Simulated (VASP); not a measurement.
# CaF2 (Fluorite) (Fm-3m) in VASP: further runs, part 2 of 2

VASP 6.6.1.

## (3) Single point, PBE (volume changed by +10%)

INCAR reads:

```
PREC = Accurate
ENCUT = 600
EDIFF = 1E-6
ISMEAR = 0
SIGMA = 0.01
LREAL = False
LASPH = True
NELM = 120
ALGO = Normal
ISIF = 2
LWAVE = False
LCHARG = False
GGA = PE
NBANDS = 19
GGA_COMPAT = False
```

KPOINTS reads:

```
Automatic mesh
0
Gamma
  4 4 4
```

POSCAR reads:

```
CaF2
1.0
    0.0000000000      2.8073816584      2.8073816584
    2.8073816584      0.0000000000      2.8073816584
    2.8073816584      2.8073816584      0.0000000000
Ca F
1 2
Direct
    0.0000000000      0.0000000000      0.0000000000
    0.2500000000      0.2500000000      0.2500000000
    0.7500000000      0.7500000000      0.7500000000
```

Potentials or basis: VASP PAW PBE potentials, release 64 (Ca_sv, F).

The run is started by

```console
> cat potpaw_PBE.64/Ca_sv/POTCAR potpaw_PBE.64/F/POTCAR > POTCAR
> mpirun -np 1 vasp_std > vasp.out
```

OUTCAR:

```text
PREC = Accurate
   ENCUT = 600
   EDIFF = 1E-6
   ISMEAR = 0
   LREAL = False
   LASPH = True
   NELM = 120
   ISIF = 2
   GGA = PE

 ion  position               nearest neighbor table
   1  0.000  0.000  0.000-   3 2.43   3 2.43   3 2.43   2 2.43   3 2.43   2 2.43   2 2.43   2 2.43

   2  0.250  0.250  0.250-   1 2.43   1 2.43   1 2.43   1 2.43
   3  0.750  0.750  0.750-   1 2.43   1 2.43   1 2.43   1 2.43

  LATTYP: Found a face centered cubic cell.
 ALAT       =     5.6147633168

  Lattice vectors:

 A1 = (   0.0000000000,   2.8073816584,   2.8073816584)
 A2 = (   2.8073816584,   0.0000000000,   2.8073816584)
 A3 = (   2.8073816584,   2.8073816584,   0.0000000000)

Analysis of symmetry for initial positions (statically):
=====================================================================
 Subroutine PRICEL returns:
 Original cell was already a primitive cell.

 Routine SETGRP: Setting up the symmetry group for a
 face centered cubic supercell.

 Subroutine GETGRP returns: Found 48 space group operations
 (whereof 48 operations were pure point group operations)
 out of a pool of 48 trial point group operations.

The static configuration has the point symmetry O_h .

Analysis of symmetry for dynamics (positions and initial velocities):
=====================================================================
 Subroutine PRICEL returns:
 Original cell was already a primitive cell.

 Routine SETGRP: Setting up the symmetry group for a
 face centered cubic supercell.

 Subroutine GETGRP returns: Found 48 space group operations
 (whereof 48 operations were pure point group operations)
 out of a pool of 48 trial point group operations.

The dynamic configuration has the point symmetry O_h .

 Subroutine INISYM returns: Found 48 space group operations
 (whereof 48 operations are pure point group operations),
 and found     1 'primitive' translations

----------------------------------------------------------------------------------------

                                     Primitive cell

  volume of cell :      44.2521

  direct lattice vectors                    reciprocal lattice vectors
     0.000000000  2.807381658  2.807381658    -0.178101897  0.178101897  0.178101897
     2.807381658  0.000000000  2.807381658     0.178101897 -0.178101897  0.178101897
     2.807381658  2.807381658  0.000000000     0.178101897  0.178101897 -0.178101897

  length of vectors
     3.970237216  3.970237216  3.970237216     0.308481535  0.308481535  0.308481535

  position of ions in fractional coordinates (direct lattice)
     0.000000000  0.000000000  0.000000000
     0.250000000  0.250000000  0.250000000
     0.750000000  0.750000000  0.750000000

  ion indices of the primitive-cell ions
   primitive index   ion index
                 1           1
                 2           2
                 3           3

----------------------------------------------------------------------------------------

 KPOINTS: Automatic mesh

Automatic generation of k-mesh.
 Grid dimensions read from file:
 generate k-points for:    4    4    4

 Generating k-lattice:

  Cartesian coordinates                     Fractional coordinates (reciprocal lattice)
    -0.044525474  0.044525474  0.044525474     0.250000000  0.000000000  0.000000000
     0.044525474 -0.044525474  0.044525474     0.000000000  0.250000000  0.000000000
     0.044525474  0.044525474 -0.044525474     0.000000000  0.000000000  0.250000000

  Length of vectors
     0.077120384  0.077120384  0.077120384

  Shift w.r.t. Gamma in fractional coordinates (k-lattice)
     0.000000000  0.000000000  0.000000000

 Subroutine IBZKPT returns following result:
 ===========================================

 Found      8 irreducible k-points:

 Following reciprocal coordinates:
            Coordinates               Weight
  0.000000  0.000000  0.000000      1.000000
  0.250000  0.000000  0.000000      8.000000
  0.500000  0.000000  0.000000      4.000000
  0.250000  0.250000  0.000000      6.000000
  0.500000  0.250000  0.000000     24.000000
 -0.250000  0.250000  0.000000     12.000000
  0.500000  0.500000  0.000000      3.000000
 -0.250000  0.500000  0.250000      6.000000
   k-points           NKPTS =      8   k-points in BZ     NKDIM =      8   number of bands    NBANDS=     19
   number of dos      NEDOS =    301   number of ions     NIONS =      3
   total plane-waves  NPLWV =  32768
   dimension x,y,z NGX =    32 NGY =   32 NGZ =   32
   dimension x,y,z NGXF=    64 NGYF=   64 NGZF=   64
   ions per type =               1   2
   NGX,Y,Z   is equivalent  to a cutoff of  13.40, 13.40, 13.40 a.u.
   NGXF,Y,Z  is equivalent  to a cutoff of  26.80, 26.80, 26.80 a.u.
 SYSTEM =  unknown system
   PREC   = accura    normal or accurate (medium, high low for compatibility)
   ISTART =      0    job   : 0-new  1-cont  2-samecut
   ICHARG =      2    charge: 1-file 2-atom 10-const
   ISPIN  =      1    spin polarized calculation?
   LNONCOLLINEAR =      F non collinear calculations
   LSORBIT =      F    spin-orbit coupling
   LASPH  =      T    aspherical Exc in radial PAW
   ENCUT  =  600.0 eV  44.10 Ry    6.64 a.u.   7.93  7.93  7.93*2*pi/ulx,y,z
   NELM   =    120;   NELMIN=  2; NELMDL= -5     # of ELM steps
   EDIFF  = 0.1E-05   stopping-criterion for ELM
   LREAL  =      F    real-space projection
   EDIFFG = 0.1E-04   stopping-criterion for IOM
   NSW    =      0    number of steps for IOM
   IBRION =     -1    ionic relax: 0-MD 1-quasi-New 2-CG
   NFREE  =      0    steps in history (QN), initial steepest desc. (CG)
   ISIF   =      2    stress and relaxation
   ISYM   =      2    0-nonsym 1-usesym 2-fastsym
   POTIM  = 0.5000    time-step for ionic-motion
   TEBEG  =    0.0;   TEEND  =   0.0 temperature during run
   PSTRESS=    0.0 pullay stress
   NELECT =      24.0000    total number of electrons
   NUPDOWN=      -1.0000    fix difference up-down
   EMIN   =  10.00;   EMAX   =-10.00  energy-range for DOS
   EFERMI =   0.00;   METHOD = LEGACY
   ISMEAR =     0;   SIGMA  =   0.01  broadening in eV -4-tet -1-fermi 0-gaus
   EFERMI_NEDOS =   21; number of points for ismear=-14 and -15
   IALGO  =     38    algorithm
   IMIX   =      4    mixing-type and parameters
     AMIX     =   0.40;   BMIX     =  1.00
     AMIX_MAG =   1.60;   BMIX_MAG =  1.00
  volume/ion in A,a.u.               =      14.75        99.54
  Fermi-wavevector in a.u.,A,eV,Ry     =   1.335059  2.522896 24.250786  1.782383
  Thomas-Fermi vector in A             =   2.463792
   LORBIT       =      0    0 simple, 1 ext, 2 COOP (PROOUT), +10 PAW based schemes
   GGA     = PE    functional components
   LHFCALC =     F    Hartree Fock is set to
   AEXX    =    0.0000 exact exchange contribution
   IVDW    =     0    specifies the selected vdW correction
   LEPSILON=     F    determine dielectric tensor
   LRPA    =     F    only Hartree local field effects (RPA)
 non-spin polarized calculation
 Gauss-broadening in eV      SIGMA  =   0.01
  energy-cutoff  :      600.00
  volume of cell :       44.25
 maximum number of plane-waves:      1480
   NGX = 15   NGY = 15   NGZ = 15

 number of electron      24.0000019 magnetization

 Free energy of the ion-electron system (eV)
  ---------------------------------------------------
  ext. energy  EPLUGINS =         0.00000000
  ---------------------------------------------------
  free energy    TOTEN  =       -17.32133571 eV

  energy without entropy =      -17.32133571  energy(sigma->0) =      -17.32133571

 E-fermi :  -1.3309     XC(G=0):  -9.2280

 val. band max:       -1.3903639290   @ k =   0.5000   0.5000   0.0000
 cond. band min:       5.4145755747   @ k =   0.0000   0.0000   0.0000
 fundamental gap:      6.8049395038
 Fermi energy:        -1.3308563847

 k-point     1 :       0.0000    0.0000    0.0000
  band No.  band energies     occupation
      1     -37.8237      2.00000
      2     -21.1295      2.00000
      3     -20.4793      2.00000
      4     -18.7601      2.00000
      5     -18.7601      2.00000
      6     -18.7601      2.00000
[... 11 lines left out ...]
     18       9.1964      0.00000
     19      14.8735      0.00000
[... 133 lines left out ...]
 k-point     8 :      -0.2500    0.5000    0.2500
  band No.  band energies     occupation
      1     -37.7959      2.00000
      2     -21.1156      2.00000
      3     -21.1156      2.00000
      4     -18.8332      2.00000
      5     -18.4660      2.00000
      6     -18.4660      2.00000
[... 11 lines left out ...]
     18      12.4082      0.00000
     19      13.1526      0.00000

------------------------ aborting loop because EDIFF is reached ----------------------------------------

  FORCE on cell =-STRESS in cart. coord.  units (eV):
  Direction    XX          YY          ZZ          XY          YZ          ZX
  --------------------------------------------------------------------------------------
  -------------------------------------------------------------------------------------
  Total       -1.0376579     -1.0376579     -1.0376579      0.0000000      0.0000000     -0.0000000
  in kB      -37.5690667    -37.5690667    -37.5690667      0.0000000      0.0000000     -0.0000000
  external PRESSURE =     -37.5690667 kB  Pullay stress =       0.0000000 kB

 VOLUME and BASIS-vectors are now :
 -----------------------------------------------------------------------------
  energy-cutoff  :      600.00
  volume of cell :       44.25
      direct lattice vectors                 reciprocal lattice vectors
     0.000000000  2.807381658  2.807381658    -0.178101897  0.178101897  0.178101897
     2.807381658  0.000000000  2.807381658     0.178101897 -0.178101897  0.178101897
     2.807381658  2.807381658  0.000000000     0.178101897  0.178101897 -0.178101897

 POSITION                                       TOTAL-FORCE (eV/Angst)
 -----------------------------------------------------------------------------------
      0.00000      0.00000      0.00000        -0.000000     -0.000000     -0.000000
      1.40369      1.40369      1.40369         0.000000      0.000000      0.000000
      4.21107      4.21107      4.21107        -0.000000     -0.000000      0.000000
 -----------------------------------------------------------------------------------
    total drift:                                0.000000     -0.000000      0.000000

  FREE ENERGIE OF THE ION-ELECTRON SYSTEM (eV)
  ---------------------------------------------------
  free  energy   TOTEN  =       -17.3213357115 eV

  energy  without entropy=      -17.3213357115  energy(sigma->0) =      -17.32133571
```

stdout:

```text
POSCAR found type information on POSCAR CaF
 POSCAR found :  2 types and       3 ions
 scaLAPACK will be used
 LDA part: xc-table for (Slater+PW92), standard interpolation
 POSCAR, INCAR and KPOINTS ok, starting setup
 FFT: planning ... GRIDC
 FFT: planning ... GRID_SOFT
 FFT: planning ... GRID
 WAVECAR not read
 entering main loop
```

It took 8 s on 1 thread of Intel Xeon 6975P-C, shared host; peak memory 0.17 GiB.

Results:

| Quantity | Value |
| --- | --- |
| Free energy | -17.3213 eV |
| Pressure | -3.8 GPa |
| Band gap on the k mesh | 6.80 eV, indirect (least direct gap 7.05 eV) |

Caveat: the k points lie up to 0.48 Å⁻¹ apart. A k mesh can miss the band edges.
